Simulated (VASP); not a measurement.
# CdCuC4N4 (P-43m) in VASP: notebook

CdCuC4N4 is run at these levels: PBE; tasks: single point.

Program: VASP 6.6.1. These are calculated values, not measurements. Logs are shortened: lines on timing, memory, paths and dates and some standing lists are left out, and cuts for length are marked.

### Step 1. The cell of the first run

The structure is cubic, space group P-43m (No. 215). The conventional cell has a = 5.987 Å, b = 5.987 Å, c = 5.987 Å, α = 90.00°, β = 90.00°, γ = 90.00°. Cd (site symmetry -43m) has 4 N at 2.10 Å within 2.8 Å. Within 2.5 Å of Cu (site symmetry -43m) lie 4 C at 1.92 Å. C (site symmetry 3m) has 1 N at 1.17 Å within 1.6 Å. Within 1.6 Å of N (site symmetry 3m) lie 1 C at 1.17 Å.

### Step 2. Single point, PBE, collinear spin

INCAR reads:

```
ALGO = Normal
EDIFF = 1E-7
ENCUT = 520
GGA = PE
ISIF = 2
ISMEAR = 0
ISPIN = 2
LASPH = True
LCHARG = True
LELF = True
LMAXMIX = 4
LORBIT = 11
LREAL = False
LVHAR = True
LWAVE = False
MAGMOM = 0 1 0 0 0 0 0 0 0 0
NBANDS = 44
NELM = 150
PREC = Accurate
SIGMA = 0.1
```

KPOINTS reads:

```
k-points
0
Gamma
  4 4 4
```

POSCAR reads:

```
CdCuC4N4
1.0
    5.9865449400      0.0000000000      0.0000000000
    0.0000000000      5.9865449400      0.0000000000
    0.0000000000      0.0000000000      5.9865449400
Cd Cu C N
1 1 4 4
Direct
    0.5000000000      0.5000000000      0.5000000000
    0.0000000000      0.0000000000      0.0000000000
    0.1848780000      0.1848780000      0.1848780000
    0.1848780000      0.8151220000      0.8151220000
    0.8151220000      0.1848780000      0.8151220000
    0.8151220000      0.8151220000      0.1848780000
    0.2977143400      0.2977143400      0.2977143400
    0.2977143400      0.7022856600      0.7022856600
    0.7022856600      0.2977143400      0.7022856600
    0.7022856600      0.7022856600      0.2977143400
```

Potentials or basis: VASP PAW PBE potentials, release 64 (Cd, Cu, C, N).

Started as:

```bash
cat potpaw_PBE.64/Cd/POTCAR potpaw_PBE.64/Cu/POTCAR potpaw_PBE.64/C/POTCAR potpaw_PBE.64/N/POTCAR > POTCAR
mpirun -np 1 vasp_std > vasp.out
```

OUTCAR:

```text
EDIFF = 1E-7
   ENCUT = 520
   GGA = PE
   ISIF = 2
   ISMEAR = 0
   ISPIN = 2
   LASPH = True
   LORBIT = 11
   LREAL = False
   NELM = 150
   PREC = Accurate

 ion  position               nearest neighbor table
   1  0.500  0.500  0.500-   7 2.10   8 2.10   9 2.10  10 2.10
   2  0.000  0.000  0.000-   3 1.92   4 1.92   5 1.92   6 1.92
   3  0.185  0.185  0.185-   7 1.17   2 1.92
   4  0.185  0.815  0.815-   8 1.17   2 1.92
   5  0.815  0.185  0.815-   9 1.17   2 1.92
   6  0.815  0.815  0.185-  10 1.17   2 1.92
   7  0.298  0.298  0.298-   3 1.17   1 2.10
   8  0.298  0.702  0.702-   4 1.17   1 2.10
   9  0.702  0.298  0.702-   5 1.17   1 2.10
  10  0.702  0.702  0.298-   6 1.17   1 2.10

  LATTYP: Found a simple cubic cell.
 ALAT       =     5.9865449400

  Lattice vectors:

 A1 = (   5.9865449400,   0.0000000000,   0.0000000000)
 A2 = (   0.0000000000,   5.9865449400,   0.0000000000)
 A3 = (   0.0000000000,   0.0000000000,   5.9865449400)

Analysis of symmetry for initial positions (statically):
=====================================================================
 Subroutine PRICEL returns:
 Original cell was already a primitive cell.

 Routine SETGRP: Setting up the symmetry group for a
 simple cubic supercell.

 Subroutine GETGRP returns: Found 24 space group operations
 (whereof 24 operations were pure point group operations)
 out of a pool of 48 trial point group operations.

The static configuration has the point symmetry T_d .

Analysis of symmetry for dynamics (positions and initial velocities):
=====================================================================
 Subroutine PRICEL returns:
 Original cell was already a primitive cell.

 Routine SETGRP: Setting up the symmetry group for a
 simple cubic supercell.

 Subroutine GETGRP returns: Found 24 space group operations
 (whereof 24 operations were pure point group operations)
 out of a pool of 48 trial point group operations.

The dynamic configuration has the point symmetry T_d .

Analysis of structural, dynamic, and magnetic symmetry:
=====================================================================
 Subroutine PRICEL returns:
 Original cell was already a primitive cell.

 Routine SETGRP: Setting up the symmetry group for a
 simple cubic supercell.

 Subroutine GETGRP returns: Found 24 space group operations
 (whereof 24 operations were pure point group operations)
 out of a pool of 48 trial point group operations.

The overall configuration has the point symmetry T_d .

 Subroutine INISYM returns: Found 24 space group operations
 (whereof 24 operations are pure point group operations),
 and found     1 'primitive' translations

----------------------------------------------------------------------------------------

                                     Primitive cell

  volume of cell :     214.5501

  direct lattice vectors                    reciprocal lattice vectors
     5.986544940  0.000000000  0.000000000     0.167041258  0.000000000  0.000000000
     0.000000000  5.986544940  0.000000000     0.000000000  0.167041258  0.000000000
     0.000000000  0.000000000  5.986544940     0.000000000  0.000000000  0.167041258

  length of vectors
     5.986544940  5.986544940  5.986544940     0.167041258  0.167041258  0.167041258

  position of ions in fractional coordinates (direct lattice)
     0.500000000  0.500000000  0.500000000
     0.000000000  0.000000000  0.000000000
     0.184878000  0.184878000  0.184878000
     0.184878000  0.815122000  0.815122000
     0.815122000  0.184878000  0.815122000
     0.815122000  0.815122000  0.184878000
     0.297714340  0.297714340  0.297714340
     0.297714340  0.702285660  0.702285660
     0.702285660  0.297714340  0.702285660
     0.702285660  0.702285660  0.297714340

  ion indices of the primitive-cell ions
   primitive index   ion index
                 1           1
                 2           2
                 3           3
                 4           4
                 5           5
                 6           6
                 7           7
                 8           8
                 9           9
                10          10

----------------------------------------------------------------------------------------

 KPOINTS: k-points

Automatic generation of k-mesh.
 Grid dimensions read from file:
 generate k-points for:    4    4    4

 Generating k-lattice:

  Cartesian coordinates                     Fractional coordinates (reciprocal lattice)
     0.041760315  0.000000000  0.000000000     0.250000000  0.000000000  0.000000000
     0.000000000  0.041760315  0.000000000     0.000000000  0.250000000  0.000000000
     0.000000000  0.000000000  0.041760315     0.000000000  0.000000000  0.250000000

  Length of vectors
     0.041760315  0.041760315  0.041760315

  Shift w.r.t. Gamma in fractional coordinates (k-lattice)
     0.000000000  0.000000000  0.000000000

 Subroutine IBZKPT returns following result:
 ===========================================

 Found     10 irreducible k-points:

 Following reciprocal coordinates:
            Coordinates               Weight
  0.000000  0.000000  0.000000      1.000000
  0.250000  0.000000  0.000000      6.000000
  0.500000  0.000000  0.000000      3.000000
  0.250000  0.250000  0.000000     12.000000
  0.500000  0.250000  0.000000     12.000000
  0.500000  0.500000  0.000000      3.000000
  0.250000  0.250000  0.250000      8.000000
  0.500000  0.250000  0.250000     12.000000
  0.500000  0.500000  0.250000      6.000000
  0.500000  0.500000  0.500000      1.000000
   k-points           NKPTS =     10   k-points in BZ     NKDIM =     10   number of bands    NBANDS=     44
   number of dos      NEDOS =    301   number of ions     NIONS =     10
   total plane-waves  NPLWV = 110592
   dimension x,y,z NGX =    48 NGY =   48 NGZ =   48
   dimension x,y,z NGXF=    96 NGYF=   96 NGZF=   96
   ions per type =               1   1   4   4
   NGX,Y,Z   is equivalent  to a cutoff of  13.33, 13.33, 13.33 a.u.
   NGXF,Y,Z  is equivalent  to a cutoff of  26.66, 26.66, 26.66 a.u.
 SYSTEM =  unknown system
   PREC   = accura    normal or accurate (medium, high low for compatibility)
   ISTART =      0    job   : 0-new  1-cont  2-samecut
   ICHARG =      2    charge: 1-file 2-atom 10-const
   ISPIN  =      2    spin polarized calculation?
   LNONCOLLINEAR =      F non collinear calculations
   LSORBIT =      F    spin-orbit coupling
   LASPH  =      T    aspherical Exc in radial PAW
   ENCUT  =  520.0 eV  38.22 Ry    6.18 a.u.  11.13 11.13 11.13*2*pi/ulx,y,z
   NELM   =    150;   NELMIN=  2; NELMDL= -5     # of ELM steps
   EDIFF  = 0.1E-06   stopping-criterion for ELM
   LREAL  =      F    real-space projection
   EDIFFG = 0.1E-05   stopping-criterion for IOM
   NSW    =      0    number of steps for IOM
   IBRION =     -1    ionic relax: 0-MD 1-quasi-New 2-CG
   NFREE  =      0    steps in history (QN), initial steepest desc. (CG)
   ISIF   =      2    stress and relaxation
   ISYM   =      2    0-nonsym 1-usesym 2-fastsym
   POTIM  = 0.5000    time-step for ionic-motion
   TEBEG  =    0.0;   TEEND  =   0.0 temperature during run
   PSTRESS=    0.0 pullay stress
   NELECT =      59.0000    total number of electrons
   NUPDOWN=      -1.0000    fix difference up-down
   EMIN   =  10.00;   EMAX   =-10.00  energy-range for DOS
   EFERMI =   0.00;   METHOD = LEGACY
   ISMEAR =     0;   SIGMA  =   0.10  broadening in eV -4-tet -1-fermi 0-gaus
   EFERMI_NEDOS =   21; number of points for ismear=-14 and -15
   IALGO  =     38    algorithm
   IMIX   =      4    mixing-type and parameters
     AMIX     =   0.40;   BMIX     =  1.00
     AMIX_MAG =   1.60;   BMIX_MAG =  1.00
  volume/ion in A,a.u.               =      21.46       144.79
  Fermi-wavevector in a.u.,A,eV,Ry     =   1.064591  2.011784 15.420203  1.133353
  Thomas-Fermi vector in A             =   2.200114
   LORBIT       =     11    0 simple, 1 ext, 2 COOP (PROOUT), +10 PAW based schemes
   GGA     = PE    functional components
   LHFCALC =     F    Hartree Fock is set to
   AEXX    =    0.0000 exact exchange contribution
   IVDW    =     0    specifies the selected vdW correction
   LEPSILON=     F    determine dielectric tensor
   LRPA    =     F    only Hartree local field effects (RPA)
 spin polarized calculation
 Gauss-broadening in eV      SIGMA  =   0.10
  energy-cutoff  :      520.00
  volume of cell :      214.55
 maximum number of plane-waves:      5832
 NGX is ok and might be reduce to    48
   NGX = 23   NGY = 23   NGZ = 23

 number of electron      59.0000029 magnetization       1.0000354

 Free energy of the ion-electron system (eV)
  ---------------------------------------------------
  ext. energy  EPLUGINS =         0.00000000
  ---------------------------------------------------
  free energy    TOTEN  =       -69.37625374 eV

  energy without entropy =      -69.32509754  energy(sigma->0) =      -69.35067564

 E-fermi :  -2.6751     XC(G=0):  -7.0509

 val. band max:       -2.7149198219   @ k =   0.5000   0.2500   0.2500
 cond. band min:      -2.6570650115   @ k =   0.2500   0.2500   0.0000
 fundamental gap:      0.0578548103
 Fermi energy:        -2.6750673555

 spin component 1

 k-point     1 :       0.0000    0.0000    0.0000
  band No.  band energies     occupation
      1     -19.0346      1.00000
      2     -18.9393      1.00000
      3     -18.9393      1.00000
      4     -18.9393      1.00000
      5     -10.1857      1.00000
      6     -10.1857      1.00000
[... 429 lines left out ...]
     40       5.6529      0.00000
     41       5.6529      0.00000
 Fermi energy:        -2.6750673555

 spin component 2

 k-point     1 :       0.0000    0.0000    0.0000
  band No.  band energies     occupation
      1     -18.9630      1.00000
      2     -18.8674      1.00000
      3     -18.8674      1.00000
      4     -18.8674      1.00000
      5     -10.1478      1.00000
      6     -10.1478      1.00000
[... 429 lines left out ...]
     40       5.6861      0.00000
     41       5.6861      0.00000
 [bands above 41 left out]

------------------------ aborting loop because EDIFF is reached ----------------------------------------

  FORCE on cell =-STRESS in cart. coord.  units (eV):
  Direction    XX          YY          ZZ          XY          YZ          ZX
  --------------------------------------------------------------------------------------
  -------------------------------------------------------------------------------------
  Total        3.9875071      3.9875071      3.9875071     -0.0000000     -0.0000000      0.0000000
  in kB       29.7771628     29.7771628     29.7771628     -0.0000000     -0.0000000      0.0000000
  external PRESSURE =      29.7771628 kB  Pullay stress =       0.0000000 kB

 VOLUME and BASIS-vectors are now :
 -----------------------------------------------------------------------------
  energy-cutoff  :      520.00
  volume of cell :      214.55
      direct lattice vectors                 reciprocal lattice vectors
     5.986544940  0.000000000  0.000000000     0.167041258  0.000000000  0.000000000
     0.000000000  5.986544940  0.000000000     0.000000000  0.167041258  0.000000000
     0.000000000  0.000000000  5.986544940     0.000000000  0.000000000  0.167041258

 POSITION                                       TOTAL-FORCE (eV/Angst)
 -----------------------------------------------------------------------------------
      2.99327      2.99327      2.99327        -0.000000      0.000000     -0.000000
      0.00000      0.00000      0.00000        -0.000000      0.000000     -0.000000
      1.10678      1.10678      1.10678         0.160022      0.160022      0.160022
      1.10678      4.87976      4.87976         0.160022     -0.160022     -0.160022
      4.87976      1.10678      4.87976        -0.160022      0.160022     -0.160022
      4.87976      4.87976      1.10678        -0.160022     -0.160022      0.160022
      1.78228      1.78228      1.78228        -0.538507     -0.538507     -0.538507
      1.78228      4.20426      4.20426        -0.538507      0.538507      0.538507
      4.20426      1.78228      4.20426         0.538507     -0.538507      0.538507
      4.20426      4.20426      1.78228         0.538507      0.538507     -0.538507
 -----------------------------------------------------------------------------------
    total drift:                                0.000000      0.000000     -0.000000

  FREE ENERGIE OF THE ION-ELECTRON SYSTEM (eV)
  ---------------------------------------------------
  free  energy   TOTEN  =       -69.3762537392 eV

  energy  without entropy=      -69.3250975428  energy(sigma->0) =      -69.35067564

 total charge

# of ion       s       p       d       tot
------------------------------------------
    1        0.360   0.409   9.611  10.379
    2        0.488   0.676   8.981  10.144
    3        0.963   1.610   0.000   2.574
    4        0.963   1.610   0.000   2.574
    5        0.963   1.610   0.000   2.574
    6        0.963   1.610   0.000   2.574
    7        1.302   2.591   0.000   3.893
    8        1.302   2.591   0.000   3.893
    9        1.302   2.591   0.000   3.893
   10        1.302   2.591   0.000   3.893
--------------------------------------------------
tot          9.908  17.890  18.591  46.390

 magnetization (x)

# of ion       s       p       d       tot
------------------------------------------
    1       -0.001   0.003   0.012   0.015
    2       -0.000   0.057   0.441   0.497
    3        0.012   0.032   0.000   0.045
    4        0.012   0.032   0.000   0.045
    5        0.012   0.032   0.000   0.045
    6        0.012   0.032   0.000   0.045
    7        0.001   0.034   0.000   0.035
    8        0.001   0.034   0.000   0.035
    9        0.001   0.034   0.000   0.035
   10        0.001   0.034   0.000   0.035
--------------------------------------------------
tot          0.051   0.327   0.454   0.832
```

Run time: 6 min. Hardware: 1 thread of Intel Xeon 8259CL, shared host; peak memory 0.47 GiB.

Results:

* Free energy: -69.3763 eV
* Pressure: 3.0 GPa
* Largest force: 0.933 eV/Å
* Band gap on the k mesh: zero (filled and empty bands overlap)
* Net moment: 1.00 μB per cell
* Site moments: Cd +0.01; Cu +0.50; C +0.04; N +0.04 μB
* Valence electrons inside the program's atomic spheres: Cd 10.38; Cu 10.14; C 2.57; N 3.89

Forces on the atoms (eV/Å):
```
Cd   0.000  0.000  0.000
Cu   0.000  0.000  0.000
C    0.160  0.160  0.160
C    0.160 -0.160 -0.160
C   -0.160  0.160 -0.160
C   -0.160 -0.160  0.160
N   -0.539 -0.539 -0.539
N   -0.539  0.539  0.539
N    0.539 -0.539  0.539
N    0.539  0.539 -0.539
```

Levels at points of the mesh, in eV from the Fermi level:
Spin up:
```tsv
k point	band 27	band 28	band 29	band 30	band 31	band 32	band 33	band 34
(0.00, 0.00, 0.00)	-1.71	-0.59	-0.59	-0.59	5.04	5.04	5.04	5.74
(0.50, 0.00, 0.00)	-1.56	-0.52	-0.32	-0.32	5.13	5.13	5.39	5.47
(0.50, 0.50, 0.00)	-1.56	-0.58	-0.31	-0.31	5.34	5.41	5.48	5.48
(0.50, 0.50, 0.50)	-1.49	-0.57	-0.57	-0.57	5.47	5.47	5.47	5.80
```
Spin down:
| k point | band 25 | band 26 | band 27 | band 28 | band 29 | band 30 | band 31 | band 32 | band 33 | band 34 |
| --- | --- | --- | --- | --- | --- | --- | --- | --- | --- | --- |
| (0.00, 0.00, 0.00) | -1.93 | -1.52 | -1.52 | -0.19 | -0.19 | -0.19 | 5.17 | 5.17 | 5.17 | 5.84 |
| (0.50, 0.00, 0.00) | -1.93 | -1.50 | -1.41 | -0.12 | 0.06 | 0.06 | 5.24 | 5.24 | 5.52 | 5.56 |
| (0.50, 0.50, 0.00) | -1.88 | -1.42 | -1.40 | -0.16 | 0.06 | 0.06 | 5.46 | 5.50 | 5.61 | 5.61 |
| (0.50, 0.50, 0.50) | -2.00 | -1.34 | -1.34 | -0.16 | -0.16 | -0.16 | 5.60 | 5.60 | 5.60 | 5.90 |

Caveat: a cell with one magnetic atom can't hold antiferromagnetic order, which such compounds often take. With open d or f shells a metallic result of PBE can be an artefact of self-interaction; +U or a hybrid may open a gap.

### Step 3. Single point, PBE, collinear spin

This run uses another cell than the first one, of 22.73 Å³/atom.

INCAR reads:

```
PREC = Accurate ; ENCUT = 520
EDIFF = 1E-6 ; ISMEAR = 0
SIGMA = 0.1 ; LREAL = False
LASPH = True ; NELM = 150
ALGO = Normal ; ISIF = 2
LWAVE = False ; LCHARG = False
ISPIN = 2 ; MAGMOM = 0 1 0 0 0 0 0 0 0 0
LORBIT = 11 ; LMAXMIX = 4
GGA = PE ; NBANDS = 44
```

KPOINTS reads:

```
Automatic mesh
0
Gamma
  4 4 4
```

POSCAR reads:

```
CdCuC4N4
1.0
    6.1030914047      0.0000000000      0.0000000000
    0.0000000000      6.1030914047      0.0000000000
    0.0000000000      0.0000000000      6.1030914047
Cd Cu C N
1 1 4 4
Direct
    0.5000000000      0.5000000000      0.5000000000
    0.0000000000      0.0000000000      0.0000000000
    0.1835190329      0.1835190329      0.1835190329
    0.1835190329      0.8164809671      0.8164809671
    0.8164809671      0.1835190329      0.8164809671
    0.8164809671      0.8164809671      0.1835190329
    0.2938750508      0.2938750508      0.2938750508
    0.2938750508      0.7061249492      0.7061249492
    0.7061249492      0.2938750508      0.7061249492
    0.7061249492      0.7061249492      0.2938750508
```

Potentials or basis: VASP PAW PBE potentials, release 64 (Cd, Cu, C, N).

Started as:

```bash
cat potpaw_PBE.64/Cd/POTCAR potpaw_PBE.64/Cu/POTCAR potpaw_PBE.64/C/POTCAR potpaw_PBE.64/N/POTCAR > POTCAR
mpirun -np 1 vasp_std > vasp.out
```

It took 4.9 min on 1 thread of Intel Xeon 8259CL, shared host; peak memory 0.46 GiB.

Results (log left out):

- Free energy: -69.5781 eV
- Pressure: 0.9 GPa
- Largest force: 0.324 eV/Å
- Band gap on the k mesh: zero (filled and empty bands overlap)
- Net moment: 1.00 μB per cell
- Site moments: Cd +0.01; Cu +0.52; C +0.04; N +0.03 μB
- Valence electrons inside the program's atomic spheres: Cd 10.26; Cu 10.08; C 2.58; N 3.88

Forces in eV/Å, atoms in the order of the input:
```
Cd   0.000  0.000  0.000
Cu   0.000  0.000  0.000
C   -0.173 -0.173 -0.173
C   -0.173  0.173  0.173
C    0.173 -0.173  0.173
C    0.173  0.173 -0.173
N    0.187  0.187  0.187
N    0.187 -0.187 -0.187
N   -0.187  0.187 -0.187
N   -0.187 -0.187  0.187
```

Levels at points of the mesh, in eV from the Fermi level:
Spin up:
```tsv
k point	band 28	band 29	band 30	band 31	band 32	band 33
(0.00, 0.00, 0.00)	-0.56	-0.56	-0.56	5.07	5.07	5.07
(0.50, 0.00, 0.00)	-0.54	-0.35	-0.35	5.17	5.17	5.43
(0.50, 0.50, 0.00)	-0.58	-0.35	-0.35	5.28	5.47	5.53
(0.50, 0.50, 0.50)	-0.55	-0.55	-0.55	5.50	5.50	5.50
```
Spin down:
```csv
k point,band 25,band 26,band 27,band 28,band 29,band 30,band 31,band 32,band 33,band 34
"(0.00, 0.00, 0.00)",-2.03,-1.49,-1.49,-0.15,-0.15,-0.15,5.19,5.19,5.19,5.63
"(0.50, 0.00, 0.00)",-1.98,-1.46,-1.42,-0.12,0.04,0.04,5.28,5.28,5.56,5.59
"(0.50, 0.50, 0.00)",-1.91,-1.43,-1.37,-0.15,0.05,0.05,5.37,5.55,5.65,5.65
"(0.50, 0.50, 0.50)",-1.98,-1.34,-1.34,-0.13,-0.13,-0.13,5.62,5.62,5.62,5.94
```

Caveat: a cell with one magnetic atom can't hold antiferromagnetic order, which such compounds often take. With open d or f shells a metallic result of PBE can be an artefact of self-interaction; +U or a hybrid may open a gap.

The gap in the log of VASP goes by the Fermi energy; the results here count the filled bands.